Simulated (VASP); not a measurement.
# Ge2Bi2S (P-3m1) in VASP: a series of runs

The runs below take Ge2Bi2S through single point, relaxation of cell and atoms, with PBE.

Everything below comes from runs of VASP 6.6.1. Logs are shortened: lines on timing, memory, paths and dates and some standing lists are left out, and cuts for length are marked.

## 1. The cell of the first run

It takes space group P-3m1 (No. 164, trigonal). The conventional cell has a = 3.956 Å, b = 3.956 Å, c = 9.328 Å, α = 90.00°, β = 90.00°, γ = 120.00°. Ge (site symmetry 3m) has 3 Ge at 2.65 Å and 4 Bi at 3.07 to 3.39 Å within 3.5 Å. Within 4.0 Å of Bi (site symmetry 3m) lie 3 S at 3.00 Å and 4 Ge at 3.07 to 3.39 Å and 6 Bi at 3.96 Å. S (site symmetry -3m) has 6 Bi at 3.00 Å and 6 S at 3.96 Å within 4.0 Å.

The cell was generated, and may not be a known phase.

## 2. Single point, PBE

INCAR reads:

```
SYSTEM = Ge2Bi2S
PREC = Accurate
ENCUT = 520
EDIFF = 1E-7
ISMEAR = 0
SIGMA = 0.1
LREAL = .False.
LASPH = .True.
NELM = 80
ALGO = Normal
ISIF = 2
LWAVE = .False.
LCHARG = .False.
GGA = PE
NBANDS = 40
```

KPOINTS reads:

```
regular mesh
0
Gamma
  6 6 4
  0 0 0
```

POSCAR reads:

```
Ge2Bi2S
1.0
    3.9564632927      0.0000000025      0.0000000000
   -1.9782316485      3.4263977194      0.0000000000
    0.0000000000      0.0000000000      9.3284307434
Ge Bi S
2 2 1
Direct
    0.3333333333      0.6666666667      0.5717197992
    0.6666666667      0.3333333333      0.4282802008
    0.3333333333      0.6666666667      0.2087718217
    0.6666666667      0.3333333333      0.7912281783
    0.0000000000      0.0000000000      0.0000000000
```

Potentials or basis: VASP PAW PBE potentials, release 64 (Ge_d, Bi_d, S).

Started as:

```
cat potpaw_PBE.64/Ge_d/POTCAR potpaw_PBE.64/Bi_d/POTCAR potpaw_PBE.64/S/POTCAR > POTCAR
mpirun -np 1 vasp_std > vasp.out
```

OUTCAR:

```text
SYSTEM = Ge2Bi2S
   PREC = Accurate
   ENCUT = 520
   EDIFF = 1E-7
   ISMEAR = 0
   LREAL = .False.
   LASPH = .True.
   NELM = 80
   ISIF = 2
   GGA = PE

 ion  position               nearest neighbor table
   1  0.333  0.667  0.572-   2 2.65   2 2.65   2 2.65   4 3.07   4 3.07   4 3.07   3 3.39
   2  0.667  0.333  0.428-   1 2.65   1 2.65   1 2.65   3 3.07   3 3.07   3 3.07   4 3.39
   3  0.333  0.667  0.209-   5 3.00   5 3.00   5 3.00   2 3.07   2 3.07   2 3.07   1 3.39
   4  0.667  0.333  0.791-   5 3.00   5 3.00   5 3.00   1 3.07   1 3.07   1 3.07   2 3.39
   5  0.000  0.000  0.000-   3 3.00   4 3.00   4 3.00   3 3.00   4 3.00   3 3.00

  LATTYP: Found a hexagonal cell.
 ALAT       =     3.9564632927
 C/A-ratio  =     2.3577700722

  Lattice vectors:

 A1 = (   3.9564632927,   0.0000000025,   0.0000000000)
 A2 = (  -1.9782316485,   3.4263977194,   0.0000000000)
 A3 = (   0.0000000000,   0.0000000000,   9.3284307434)

Analysis of symmetry for initial positions (statically):
=====================================================================
 Subroutine PRICEL returns:
 Original cell was already a primitive cell.

 Routine SETGRP: Setting up the symmetry group for a
 hexagonal supercell.

 Subroutine GETGRP returns: Found 12 space group operations
 (whereof 12 operations were pure point group operations)
 out of a pool of 24 trial point group operations.

The static configuration has the point symmetry D_3d.

Analysis of symmetry for dynamics (positions and initial velocities):
=====================================================================
 Subroutine PRICEL returns:
 Original cell was already a primitive cell.

 Routine SETGRP: Setting up the symmetry group for a
 hexagonal supercell.

 Subroutine GETGRP returns: Found 12 space group operations
 (whereof 12 operations were pure point group operations)
 out of a pool of 24 trial point group operations.

The dynamic configuration has the point symmetry D_3d.

 Subroutine INISYM returns: Found 12 space group operations
 (whereof 12 operations are pure point group operations),
 and found     1 'primitive' translations

----------------------------------------------------------------------------------------

                                     Primitive cell

  volume of cell :     126.4601

  direct lattice vectors                    reciprocal lattice vectors
     3.956463293  0.000000003  0.000000000     0.252750986  0.145925850  0.000000000
    -1.978231648  3.426397719  0.000000000    -0.000000000  0.291851700  0.000000000
     0.000000000  0.000000000  9.328430743     0.000000000  0.000000000  0.107199166

  length of vectors
     3.956463293  3.956463293  9.328430743     0.291851700  0.291851700  0.107199166

  position of ions in fractional coordinates (direct lattice)
     0.333333333  0.666666667  0.571719799
     0.666666667  0.333333333  0.428280201
     0.333333333  0.666666667  0.208771822
     0.666666667  0.333333333  0.791228178
     0.000000000  0.000000000  0.000000000

  ion indices of the primitive-cell ions
   primitive index   ion index
                 1           1
                 2           2
                 3           3
                 4           4
                 5           5

----------------------------------------------------------------------------------------

 KPOINTS: regular mesh

Automatic generation of k-mesh.
 Grid dimensions read from file:
 generate k-points for:    6    6    4

 Generating k-lattice:

  Cartesian coordinates                     Fractional coordinates (reciprocal lattice)
     0.042125164  0.024320975  0.000000000     0.166666667  0.000000000  0.000000000
    -0.000000000  0.048641950  0.000000000     0.000000000  0.166666667  0.000000000
     0.000000000  0.000000000  0.026799792     0.000000000  0.000000000  0.250000000

  Length of vectors
     0.048641950  0.048641950  0.026799792

  Shift w.r.t. Gamma in fractional coordinates (k-lattice)
     0.000000000  0.000000000  0.000000000

 Subroutine IBZKPT returns following result:
 ===========================================

 Found     24 irreducible k-points:

 Following reciprocal coordinates:
            Coordinates               Weight
  0.000000  0.000000  0.000000      1.000000
  0.166667  0.000000  0.000000      6.000000
  0.333333 -0.000000  0.000000      6.000000
  0.500000  0.000000  0.000000      3.000000
  0.166667  0.166667  0.000000      6.000000
  0.333333  0.166667  0.000000     12.000000
[... 16 lines left out ...]
  0.333333  0.166667  0.500000     12.000000
  0.333333  0.333333  0.500000      2.000000
   k-points           NKPTS =     24   k-points in BZ     NKDIM =     24   number of bands    NBANDS=     40
   number of dos      NEDOS =    301   number of ions     NIONS =      5
   total plane-waves  NPLWV =  63000
   dimension x,y,z NGX =    30 NGY =   30 NGZ =   70
   dimension x,y,z NGXF=    60 NGYF=   60 NGZF=  140
   ions per type =               2   2   1
   NGX,Y,Z   is equivalent  to a cutoff of  12.61, 12.61, 12.47 a.u.
   NGXF,Y,Z  is equivalent  to a cutoff of  25.21, 25.21, 24.95 a.u.
 SYSTEM =  Ge2Bi2S
   PREC   = accura    normal or accurate (medium, high low for compatibility)
   ISTART =      0    job   : 0-new  1-cont  2-samecut
   ICHARG =      2    charge: 1-file 2-atom 10-const
   ISPIN  =      1    spin polarized calculation?
   LNONCOLLINEAR =      F non collinear calculations
   LSORBIT =      F    spin-orbit coupling
   LASPH  =      T    aspherical Exc in radial PAW
   ENCUT  =  520.0 eV  38.22 Ry    6.18 a.u.   7.36  7.36 17.34*2*pi/ulx,y,z
   NELM   =     80;   NELMIN=  2; NELMDL= -5     # of ELM steps
   EDIFF  = 0.1E-06   stopping-criterion for ELM
   LREAL  =      F    real-space projection
   EDIFFG = 0.1E-05   stopping-criterion for IOM
   NSW    =      0    number of steps for IOM
   IBRION =     -1    ionic relax: 0-MD 1-quasi-New 2-CG
   NFREE  =      0    steps in history (QN), initial steepest desc. (CG)
   ISIF   =      2    stress and relaxation
   ISYM   =      2    0-nonsym 1-usesym 2-fastsym
   POTIM  = 0.5000    time-step for ionic-motion
   TEBEG  =    0.0;   TEEND  =   0.0 temperature during run
   PSTRESS=    0.0 pullay stress
   NELECT =      64.0000    total number of electrons
   NUPDOWN=      -1.0000    fix difference up-down
   EMIN   =  10.00;   EMAX   =-10.00  energy-range for DOS
   EFERMI =   0.00;   METHOD = LEGACY
   ISMEAR =     0;   SIGMA  =   0.10  broadening in eV -4-tet -1-fermi 0-gaus
   EFERMI_NEDOS =   21; number of points for ismear=-14 and -15
   IALGO  =     38    algorithm
   IMIX   =      4    mixing-type and parameters
     AMIX     =   0.40;   BMIX     =  1.00
     AMIX_MAG =   1.60;   BMIX_MAG =  1.00
  volume/ion in A,a.u.               =      25.29       170.68
  Fermi-wavevector in a.u.,A,eV,Ry     =   1.304619  2.465372 23.157529  1.702030
  Thomas-Fermi vector in A             =   2.435543
   LORBIT       =      0    0 simple, 1 ext, 2 COOP (PROOUT), +10 PAW based schemes
   GGA     = PE    functional components
   LHFCALC =     F    Hartree Fock is set to
   AEXX    =    0.0000 exact exchange contribution
   IVDW    =     0    specifies the selected vdW correction
   LEPSILON=     F    determine dielectric tensor
   LRPA    =     F    only Hartree local field effects (RPA)
 non-spin polarized calculation
 Gauss-broadening in eV      SIGMA  =   0.10
  energy-cutoff  :      520.00
  volume of cell :      126.46
 maximum number of plane-waves:      3449
 NGX is ok and might be reduce to    30
   NGX = 15   NGY = 15   NGZ = 35

 number of electron      64.0000000 magnetization

 Free energy of the ion-electron system (eV)
  ---------------------------------------------------
  ext. energy  EPLUGINS =         0.00000000
  ---------------------------------------------------
  free energy    TOTEN  =       -20.41639211 eV

  energy without entropy =      -20.40846883  energy(sigma->0) =      -20.41243047

 E-fermi :   6.5998     XC(G=0): -10.1698

 val. band max:        6.4709045427   @ k =   0.1667   0.1667   0.2500
 cond. band min:       6.6061692606   @ k =   0.3333   0.1667   0.2500
 fundamental gap:      0.1352647178
 Fermi energy:         6.5998174489

 k-point     1 :       0.0000    0.0000    0.0000
  band No.  band energies     occupation
      1     -18.0716      2.00000
      2     -18.0716      2.00000
      3     -18.0170      2.00000
      4     -18.0170      2.00000
      5     -18.0110      2.00000
      6     -17.9400      2.00000
[... 32 lines left out ...]
     39       9.8337      0.00000
     40      12.3023      0.00000

 k-point     2 :       0.1667    0.0000    0.0000
  band No.  band energies     occupation
      1     -18.0700      2.00000
      2     -18.0624      2.00000
      3     -18.0172      2.00000
      4     -18.0099      2.00000
      5     -18.0049      2.00000
      6     -17.9432      2.00000
[... 32 lines left out ...]
     39      10.7162      0.00000
     40      11.7320      0.00000

 k-point     3 :       0.3333   -0.0000    0.0000
  band No.  band energies     occupation
      1     -18.0665      2.00000
      2     -18.0380      2.00000
      3     -18.0189      2.00000
      4     -17.9916      2.00000
      5     -17.9876      2.00000
      6     -17.9568      2.00000
[... 32 lines left out ...]
     39      10.9560      0.00000
     40      11.7064      0.00000

 k-point     4 :       0.5000    0.0000    0.0000
  band No.  band energies     occupation
      1     -18.0646      2.00000
      2     -18.0253      2.00000
      3     -18.0068      2.00000
      4     -17.9902      2.00000
      5     -17.9711      2.00000
      6     -17.9647      2.00000
[... 32 lines left out ...]
     39      11.3896      0.00000
     40      11.4908      0.00000
[... 772 lines left out ...]
     39      10.9845      0.00000
     40      11.7868      0.00000

 k-point    23 :       0.3333    0.1667    0.5000
  band No.  band energies     occupation
      1     -18.0650      2.00000
      2     -18.0231      2.00000
      3     -18.0077      2.00000
      4     -17.9918      2.00000
      5     -17.9766      2.00000
      6     -17.9651      2.00000
[... 32 lines left out ...]
     39      11.5667      0.00000
     40      11.8761      0.00000

 k-point    24 :       0.3333    0.3333    0.5000
  band No.  band energies     occupation
      1     -18.0642      2.00000
      2     -18.0080      2.00000
      3     -18.0080      2.00000
      4     -17.9895      2.00000
      5     -17.9692      2.00000
      6     -17.9692      2.00000
[... 32 lines left out ...]
     39      12.6522      0.00000
     40      12.6522      0.00000

------------------------ aborting loop because EDIFF is reached ----------------------------------------

  FORCE on cell =-STRESS in cart. coord.  units (eV):
  Direction    XX          YY          ZZ          XY          YZ          ZX
  --------------------------------------------------------------------------------------
  -------------------------------------------------------------------------------------
  Total       -0.1342576     -0.1342576     -0.0891560     -0.0000000     -0.0000000      0.0000000
  in kB       -1.7009671     -1.7009671     -1.1295563     -0.0000000     -0.0000000      0.0000000
  external PRESSURE =      -1.5104968 kB  Pullay stress =       0.0000000 kB

 VOLUME and BASIS-vectors are now :
 -----------------------------------------------------------------------------
  energy-cutoff  :      520.00
  volume of cell :      126.46
      direct lattice vectors                 reciprocal lattice vectors
     3.956463293  0.000000003  0.000000000     0.252750986  0.145925850  0.000000000
    -1.978231648  3.426397719  0.000000000    -0.000000000  0.291851700  0.000000000
     0.000000000  0.000000000  9.328430743     0.000000000  0.000000000  0.107199166

 POSITION                                       TOTAL-FORCE (eV/Angst)
 -----------------------------------------------------------------------------------
     -0.00000      2.28427      5.33325        -0.000000     -0.000000     -0.004903
      1.97823      1.14213      3.99518        -0.000000      0.000000      0.004903
     -0.00000      2.28427      1.94751         0.000000      0.000000      0.034083
      1.97823      1.14213      7.38092         0.000000      0.000000     -0.034083
      0.00000      0.00000      0.00000         0.000000      0.000000      0.000000
 -----------------------------------------------------------------------------------
    total drift:                               -0.000000      0.000000      0.000000

  FREE ENERGIE OF THE ION-ELECTRON SYSTEM (eV)
  ---------------------------------------------------
  free  energy   TOTEN  =       -20.4163921147 eV

  energy  without entropy=      -20.4084688303  energy(sigma->0) =      -20.41243047
```

Run time: 54 s. Hardware: 1 thread of Intel Xeon 6975P-C (Granite Rapids), shared host; peak memory 0.3 GiB.

Results:

* Free energy: -20.4164 eV
* Pressure: -0.2 GPa
* Largest force: 0.034 eV/Å
* Band gap on the k mesh: zero (bands 32 and 33 overlap by 1.53 eV)

Forces in eV/Å, atoms in the order of the input:
```
Ge   0.000  0.000 -0.005
Ge   0.000  0.000  0.005
Bi   0.000  0.000  0.034
Bi   0.000  0.000 -0.034
S    0.000  0.000  0.000
```

Levels at points of the mesh, in eV from the Fermi level:
| k point | band 30 | band 31 | band 32 | band 33 | band 34 | band 35 |
| --- | --- | --- | --- | --- | --- | --- |
| (0.00, 0.00, 0.00) | -0.40 | -0.40 | 0.99 | 1.89 | 1.89 | 2.01 |
| (0.50, 0.00, 0.00) | -1.98 | -1.86 | -1.71 | -0.29 | 0.91 | 1.75 |
| (0.00, 0.00, 0.50) | -0.27 | -0.14 | 0.63 | 1.14 | 1.14 | 2.93 |
| (0.50, 0.00, 0.50) | -2.13 | -1.75 | -0.28 | 0.19 | 0.96 | 1.25 |

Caveat: spin-orbit coupling is left out, which moves the levels of the heavy elements.

[end of part 1 of 2]

The gap in the log of VASP goes by the Fermi energy; the results here count the filled bands.